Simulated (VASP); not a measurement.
# InSb (Fm-3m) in VASP: further runs

InSb is run at these levels: PBEsol, revPBE; tasks: single point.

All numbers are computed with VASP 6.6.1; they aren't measurements. Logs are shortened: lines on timing, memory, paths and dates and some standing lists are left out, and cuts for length are marked.

### Step 1. The cell of the first run

Symmetry: Fm-3m, No. 225, cubic system. The conventional cell has a = 6.047 Å, b = 6.047 Å, c = 6.047 Å, α = 90.00°, β = 90.00°, γ = 90.00°. Within 4.0 Å of In (site symmetry m-3m) lie 6 Sb at 3.02 Å. Sb (site symmetry m-3m) has 6 In at 3.02 Å within 4.0 Å.

### Step 2. Single point, PBEsol

INCAR

```
SYSTEM = InSb
PREC = Accurate
ENCUT = 500
EDIFF = 1E-6
ISMEAR = -1
SIGMA = 0.1
LREAL = .False.
LASPH = .True.
NELM = 120
ALGO = Normal
ISIF = 2
LWAVE = .False.
LCHARG = .False.
GGA = PS
NBANDS = 16
GGA_COMPAT = .False.
```

KPOINTS

```
regular mesh
0
Gamma
  5 5 5
  0 0 0
```

POSCAR

```
InSb
1.0
    0.0000000000      3.0235282980      3.0235282980
    3.0235282980      0.0000000000      3.0235282980
    3.0235282980      3.0235282980      0.0000000000
In Sb
1 1
Direct
    0.0000000000      0.0000000000      0.0000000000
    0.5000000000      0.5000000000      0.5000000000
```

Potentials or basis: VASP PAW PBE potentials, release 64 (In_d, Sb).

Command:

```sh
> cat potpaw_PBE.64/In_d/POTCAR potpaw_PBE.64/Sb/POTCAR > POTCAR
> mpirun -np 1 vasp_std > vasp.out
```

OUTCAR:

```text
SYSTEM = InSb
   PREC = Accurate
   ENCUT = 500
   EDIFF = 1E-6
   ISMEAR = -1
   LREAL = .False.
   LASPH = .True.
   NELM = 120
   ISIF = 2
   GGA = PS

 ion  position               nearest neighbor table
   1  0.000  0.000  0.000-   2 3.02   2 3.02   2 3.02   2 3.02   2 3.02   2 3.02
   2  0.500  0.500  0.500-   1 3.02   1 3.02   1 3.02   1 3.02   1 3.02   1 3.02

  LATTYP: Found a face centered cubic cell.
 ALAT       =     6.0470565960

  Lattice vectors:

 A1 = (   0.0000000000,   3.0235282980,   3.0235282980)
 A2 = (   3.0235282980,   0.0000000000,   3.0235282980)
 A3 = (   3.0235282980,   3.0235282980,   0.0000000000)

Analysis of symmetry for initial positions (statically):
=====================================================================
 Subroutine PRICEL returns:
 Original cell was already a primitive cell.

 Routine SETGRP: Setting up the symmetry group for a
 face centered cubic supercell.

 Subroutine GETGRP returns: Found 48 space group operations
 (whereof 48 operations were pure point group operations)
 out of a pool of 48 trial point group operations.

The static configuration has the point symmetry O_h .

Analysis of symmetry for dynamics (positions and initial velocities):
=====================================================================
 Subroutine PRICEL returns:
 Original cell was already a primitive cell.

 Routine SETGRP: Setting up the symmetry group for a
 face centered cubic supercell.

 Subroutine GETGRP returns: Found 48 space group operations
 (whereof 48 operations were pure point group operations)
 out of a pool of 48 trial point group operations.

The dynamic configuration has the point symmetry O_h .

 Subroutine INISYM returns: Found 48 space group operations
 (whereof 48 operations are pure point group operations),
 and found     1 'primitive' translations

----------------------------------------------------------------------------------------

                                     Primitive cell

  volume of cell :      55.2805

  direct lattice vectors                    reciprocal lattice vectors
     0.000000000  3.023528298  3.023528298    -0.165369711  0.165369711  0.165369711
     3.023528298  0.000000000  3.023528298     0.165369711 -0.165369711  0.165369711
     3.023528298  3.023528298  0.000000000     0.165369711  0.165369711 -0.165369711

  length of vectors
     4.275914725  4.275914725  4.275914725     0.286428741  0.286428741  0.286428741

[... 64 lines left out ...]
   NELM   =    120;   NELMIN=  2; NELMDL= -5     # of ELM steps
   EDIFF  = 0.1E-05   stopping-criterion for ELM
   LREAL  =      F    real-space projection
   EDIFFG = 0.1E-04   stopping-criterion for IOM
   NSW    =      0    number of steps for IOM
   IBRION =     -1    ionic relax: 0-MD 1-quasi-New 2-CG
   NFREE  =      0    steps in history (QN), initial steepest desc. (CG)
   ISIF   =      2    stress and relaxation
   ISYM   =      2    0-nonsym 1-usesym 2-fastsym
   POTIM  = 0.5000    time-step for ionic-motion
   TEBEG  =    0.0;   TEEND  =   0.0 temperature during run
   PSTRESS=    0.0 pullay stress
   NELECT =      18.0000    total number of electrons
   NUPDOWN=      -1.0000    fix difference up-down
   EMIN   =  10.00;   EMAX   =-10.00  energy-range for DOS
   EFERMI =   0.00;   METHOD = LEGACY
   ISMEAR =    -1;   SIGMA  =   0.10  broadening in eV -4-tet -1-fermi 0-gaus
   EFERMI_NEDOS =   21; number of points for ismear=-14 and -15
   IALGO  =     38    algorithm
   IMIX   =      4    mixing-type and parameters
     AMIX     =   0.40;   BMIX     =  1.00
     AMIX_MAG =   1.60;   BMIX_MAG =  1.00
  volume/ion in A,a.u.               =      27.64       186.53
  Fermi-wavevector in a.u.,A,eV,Ry     =   1.126268  2.128337 17.258704  1.268479
  Thomas-Fermi vector in A             =   2.262949
   LORBIT       =      0    0 simple, 1 ext, 2 COOP (PROOUT), +10 PAW based schemes
   GGA     = PS    functional components
   LHFCALC =     F    Hartree Fock is set to
   AEXX    =    0.0000 exact exchange contribution
   IVDW    =     0    specifies the selected vdW correction
   LEPSILON=     F    determine dielectric tensor
   LRPA    =     F    only Hartree local field effects (RPA)
 non-spin polarized calculation
  energy-cutoff  :      500.00
  volume of cell :       55.28
 maximum number of plane-waves:      1422
   NGX = 15   NGY = 15   NGZ = 15

 number of electron      17.9999990 magnetization

 Free energy of the ion-electron system (eV)
  ---------------------------------------------------
  ext. energy  EPLUGINS =         0.00000000
  ---------------------------------------------------
  free energy    TOTEN  =        -7.50322803 eV

  energy without entropy =       -7.44623503  energy(sigma->0) =       -7.47473153

 E-fermi :   7.1070     XC(G=0): -10.0710

 val. band max:        7.0193086673   @ k =   0.2000   0.0000   0.0000
 cond. band min:       7.1093160799   @ k =   0.4000   0.2000   0.0000
 fundamental gap:      0.0900074127
 Fermi energy:         7.1070252514

 k-point     1 :       0.0000    0.0000    0.0000
  band No.  band energies     occupation
      1      -7.3498      2.00000
      2      -7.3498      2.00000
      3      -7.3169      2.00000
      4      -7.3169      2.00000
      5      -7.3169      2.00000
      6      -4.2366      2.00000
[... 167 lines left out ...]
      3      -7.3157      2.00000
      4      -7.2932      2.00000
      5      -7.2705      2.00000
      6      -1.7467      2.00000
[... 8 lines left out ...]
     15      16.0310      0.00000
     16      18.3987      0.00000

------------------------ aborting loop because EDIFF is reached ----------------------------------------

  FORCE on cell =-STRESS in cart. coord.  units (eV):
  Direction    XX          YY          ZZ          XY          YZ          ZX
  --------------------------------------------------------------------------------------
  -------------------------------------------------------------------------------------
  Total        0.0109172      0.0109172      0.0109172      0.0000000     -0.0000000      0.0000000
  in kB        0.3164095      0.3164095      0.3164095      0.0000000     -0.0000000      0.0000000
  external PRESSURE =       0.3164095 kB  Pullay stress =       0.0000000 kB

 VOLUME and BASIS-vectors are now :
 -----------------------------------------------------------------------------
  energy-cutoff  :      500.00
  volume of cell :       55.28
      direct lattice vectors                 reciprocal lattice vectors
     0.000000000  3.023528298  3.023528298    -0.165369711  0.165369711  0.165369711
     3.023528298  0.000000000  3.023528298     0.165369711 -0.165369711  0.165369711
     3.023528298  3.023528298  0.000000000     0.165369711  0.165369711 -0.165369711

 POSITION                                       TOTAL-FORCE (eV/Angst)
 -----------------------------------------------------------------------------------
      0.00000      0.00000      0.00000        -0.000000      0.000000     -0.000000
      3.02353      3.02353      3.02353         0.000000     -0.000000      0.000000
 -----------------------------------------------------------------------------------
    total drift:                                0.000000     -0.000000     -0.000000

  FREE ENERGIE OF THE ION-ELECTRON SYSTEM (eV)
  ---------------------------------------------------
  free  energy   TOTEN  =        -7.5032280288 eV

  energy  without entropy=       -7.4462350266  energy(sigma->0) =       -7.47473153
```

OSZICAR:

```text
N       E                     dE             d eps       ncg     rms          rms(c)
DAV:   1     0.109978021684E+03    0.10998E+03   -0.78491E+03   320   0.113E+03
DAV:   2    -0.964872094427E+00   -0.11094E+03   -0.10725E+03   384   0.282E+02
DAV:   3    -0.741160124145E+01   -0.64467E+01   -0.64203E+01   400   0.697E+01
DAV:   4    -0.756977470819E+01   -0.15817E+00   -0.15814E+00   384   0.116E+01
DAV:   5    -0.757909472957E+01   -0.93200E-02   -0.93199E-02   480   0.255E+00    0.343E+00
DAV:   6    -0.750880306487E+01    0.70292E-01   -0.13755E-01   424   0.650E+00    0.187E+00
DAV:   7    -0.750395493420E+01    0.48481E-02   -0.20237E-02   432   0.182E+00    0.624E-01
DAV:   8    -0.750320788510E+01    0.74705E-03   -0.16512E-03   408   0.466E-01    0.133E-01
DAV:   9    -0.750322652965E+01   -0.18645E-04   -0.11134E-04   432   0.108E-01    0.508E-02
DAV:  10    -0.750322717026E+01   -0.64061E-06   -0.10541E-05   416   0.394E-02    0.742E-03
DAV:  11    -0.750322821789E+01   -0.10476E-05   -0.90842E-07   280   0.771E-03    0.419E-03
DAV:  12    -0.750322802884E+01    0.18905E-06   -0.20431E-07   192   0.625E-03
   1 F= -.75032280E+01 E0= -.74747315E+01  d E =-.569930E-01
```

stdout:

```text
POSCAR found type information on POSCAR InSb
 POSCAR found :  2 types and       2 ions
 scaLAPACK will be used
 -----------------------------------------------------------------------------
|                                                                             |
|                                                                             |
|     You enforced a specific xc type in the INCAR file but a different       |
|     I HOPE YOU KNOW WHAT YOU ARE DOING!                                     |
|                                                                             |
 -----------------------------------------------------------------------------

 LDA part: xc-table for (Slater+PW92), standard interpolation
 POSCAR, INCAR and KPOINTS ok, starting setup
 FFT: planning ... GRIDC
 FFT: planning ... GRID_SOFT
 FFT: planning ... GRID
 WAVECAR not read
 entering main loop
```

Run time: 16 s. Hardware: 1 thread of AMD EPYC 7R13, shared host; peak memory 0.15 GiB.

What came out:

```
Free energy            : -7.5032 eV
Pressure               : 0.0 GPa
Band gap on the k mesh : zero (band 9 reaches 7.57 eV, above the bottom of band 10 at 4.92 eV)
```

Caveat: the PAW data sets were made with another functional, which shifts forces and pressure a little; spin-orbit coupling is left out, which moves the levels of the heavy elements.

### Step 3. Single point, PBEsol

INCAR

```
SYSTEM = InSb
ALGO     = Normal         ! electronic algorithm
EDIFF    = 1E-6           ! SCF threshold, eV
ENCUT    = 500            ! plane-wave cutoff, eV
GGA      = PS             ! functional
GGA_COMPAT= .FALSE.      
ISIF     = 2              ! what is computed and relaxed
ISMEAR   = -1             ! smearing method
LASPH    = .TRUE.         ! aspherical terms in the spheres
LCHARG   = .FALSE.        ! write CHGCAR
LREAL    = .FALSE.        ! projectors in reciprocal space
LWAVE    = .FALSE.        ! write WAVECAR
NBANDS   = 16             ! bands
NELM     = 120            ! most SCF steps
PREC     = Accurate       ! precision mode
SIGMA    = 0.1            ! smearing width, eV
```

KPOINTS

```
k-points
0
G
  5 5 5
  0 0 0
```

POSCAR

```
InSb
1.0
    0.0000000000      3.0235282898      3.0235282898
    3.0235282898      0.0000000000      3.0235282898
    3.0235282898      3.0235282898      0.0000000000
In Sb
1 1
Direct
    0.0000000000      0.0000000000      0.0000000000
    0.5000000000      0.5000000000      0.5000000000
```

Potentials or basis: VASP PAW PBE potentials, release 64 (In_d, Sb).

Command:

```sh
> cat potpaw_PBE.64/In_d/POTCAR potpaw_PBE.64/Sb/POTCAR > POTCAR
> mpirun -np 1 vasp_std > vasp.out
```

Run time: 16 s. Hardware: 1 thread of AMD EPYC 7R13, shared host; peak memory 0.15 GiB.

It converged, with:

```
Free energy            : -7.5032 eV
Pressure               : 0.0 GPa
Band gap on the k mesh : zero (band 9 reaches 7.57 eV, above the bottom of band 10 at 4.92 eV)
```

Levels at points of the mesh, in eV from the Fermi level:
```tsv
k point	band 5	band 6	band 7	band 8	band 9	band 10	band 11	band 12	band 13	band 14
(0.00, 0.00, 0.00)	-14.42	-11.34	-0.30	-0.15	-0.15	-0.15	6.07	6.07	6.07	6.08
```

Caveat: the PAW data sets were made with another functional, which shifts forces and pressure a little; spin-orbit coupling is left out, which moves the levels of the heavy elements.

(Continued in part 2 of 2.)
